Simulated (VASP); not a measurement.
**MgO: single point with r2SCAN**

The system is MgO.

```
Mg O
1.0
     3.48402    0.00000    0.00000
    -1.74201    3.01725    0.00000
     0.00000    0.00000    4.18532
Mg O
2 2
Direct
  0.33333 0.66667 0.25000
  0.66667 0.33333 0.75000
  0.66667 0.33333 0.25000
  0.33333 0.66667 0.75000
```

```yaml
Program: VASP 6.6.1
Task: single point
Functional: r2SCAN
Potentials_or_basis: VASP PAW PBE potentials, release 64 (Mg_sv, O)
Cutoff: 750 eV
k_mesh: 12 × 12 × 6
Occupations: gaussian, width 0.01 eV
Spin: no spin polarisation
Dipole_correction: no
Further_INCAR_settings: ALGO = Normal; EDIFF = 1e-06; NBANDS = 24
```

| Property | Result |
| --- | --- |
| Pressure | 0.0 GPa |
| Band gap on the k mesh | 4.10 eV |

Stress tensor (GPa, compression positive):
```
 0.02  0.00  0.00
 0.00  0.02  0.00
 0.00  0.00 -0.11
```

Levels at points of the mesh, in eV from the valence-band top:
| k point | band 14 | band 15 | band 16 | band 17 | band 18 | band 19 |
| --- | --- | --- | --- | --- | --- | --- |
| (0.00, 0.00, 0.00) | -0.84 | -0.84 | 0.00 | 4.10 | 10.45 | 13.17 |
| (0.50, 0.00, 0.00) | -1.96 | -1.30 | -0.54 | 7.67 | 10.06 | 10.63 |
| (0.00, 0.00, 0.50) | -1.32 | -1.32 | -1.32 | 7.15 | 7.15 | 13.89 |
| (0.50, 0.00, 0.50) | -1.55 | -0.83 | -0.83 | 8.04 | 8.04 | 13.06 |

It took 7.6 min on 1 thread of AMD EPYC 7R43 64-Core Processor (Zen 3), on a shared host, peak memory 0.24 GiB.

Caveat: the PAW data sets were made with another functional, which shifts forces and pressure a little. A k mesh can miss the band edges.
